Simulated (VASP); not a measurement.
Runs of VASP 6.6.1 on Bi2Se3. The structure is that of space group R-3m (No. 166), or close to it. The cells are those of the table. 

| task | cell | gap on the mesh (eV) | pressure (GPa) | largest force (eV/Å) |
| --- | --- | --- | --- | --- |
| single point | a = 9.808 Å, angles 24.3°, 5 atoms | 0.13 | 0.3 | 0.22 |
| electric field gradients | a = 9.875, b = 9.830, c = 9.817 Å, angles 24.2, 24.4, 24.3°, 5 atoms | 0.14 | -0.3 | 0.19 |
| electric field gradients | a = 9.808 Å, angles 24.3°, 5 atoms | 0.13 | 0.3 | 0.22 |
| single point | a = 9.563 Å, angles 25.0°, 5 atoms | 0.03 | 1.7 | 0.40 |
| single point | a = 9.910, b = 9.819, c = 9.795 Å, angles 24.2, 24.5, 24.2°, 5 atoms | 0.13 | -0.3 | 0.21 |
| electric field gradients | a = 9.655 Å, angles 24.8°, 5 atoms | 0.06 | (a) | 0.30 |
| single point | a = 10.033 Å, angles 24.3°, 5 atoms | 0.18 | -3.5 | 0.32 |
| single point | a = 10.026 Å, angles 23.8°, 5 atoms | 0.22 | -1.5 | 0.14 |
| electric field gradients | a = 9.707 Å, angles 24.3°, 5 atoms | (b) | 2.5 | 0.43 |
| single point | a = 9.933 Å, angles 24.1°, 5 atoms | 0.18 | -0.9 | 0.17 |
| single point | a = 10.118 Å, angles 23.6°, 5 atoms | 0.26 | -2.0 | 0.21 |
| single point | a = 9.906 Å, angles 24.3°, 5 atoms | 0.16 | -1.5 | 0.13 |

Alike in all rows: level PBEsol; potentials or basis VASP PAW PBE potentials, release 64 (Bi_d, Se); no spin polarisation; k mesh 6 × 6 × 6; cutoff (eV) 520; smearing fermi-dirac 0.03 eV.

Question: Fill in the values left out.

Answer: (a) 1.0; (b) 0.11.

Caveats: the PAW data sets were made with another functional, which shifts forces and pressure a little; spin-orbit coupling is left out, which moves the levels of the heavy elements; the cell stands under tension (at least some runs).

A k mesh can miss the band edges, and the runs leave out spin-orbit coupling on Bi, Se.
